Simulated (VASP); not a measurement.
BN:

```
CELL_PARAMETERS angstrom
2.46059 0.00241 -0.23611
-1.22105 2.13624 0.23612
-0.92677 -0.89141 3.26043
ATOMIC_POSITIONS crystal
B 0.99112 0.99147 0.99398
N 0.65702 0.32442 0.99283
```

| Property | Result |
| --- | --- |
| Program | VASP 6.6.1 |
| Task | relaxation of shape and atoms at fixed volume |
| Functional | LDA |
| Potentials or basis | VASP PAW LDA potentials, release 64 (B, N) |
| Cutoff | 600 eV |
| k mesh | 12 × 12 × 12 |
| Occupations | gaussian, width 0.01 eV |
| Spin | no spin polarisation |

At the start: pressure 5.7 GPa; volume 8.47 Å³/atom.

Problem. How do energy, volume and symmetry change on relaxing?

Solution. Over 7 steps the energy falls by 3.1 meV/atom; space group R3m (No. 160, to 0.1 Å) before and after.

Step by step:
```csv
step,energy change (eV),largest force (eV/Å),pressure (GPa),volume (Å³)
1,0.0000,0.0027,5.74,16.94
2,-0.0062,0.0112,0.09,16.94
3,-0.0062,0.0106,0.45,16.94
4,-0.0062,0.0104,0.56,16.94
5,-0.0062,0.0017,0.55,16.94
6,-0.0062,0.0007,0.55,16.94
7,-0.0062,0.0008,0.46,16.94
```

Final structure:
```
B N
1.0
     2.47753    0.00243   -0.23778
    -1.22946    2.15095    0.23779
    -0.93947   -0.89388    3.21761
B N
1 1
Direct
  0.99124 0.99152 0.99415
  0.65691 0.32436 0.99266
```

Where two steps share one volume, the run began anew on that cell with a basis built for it.
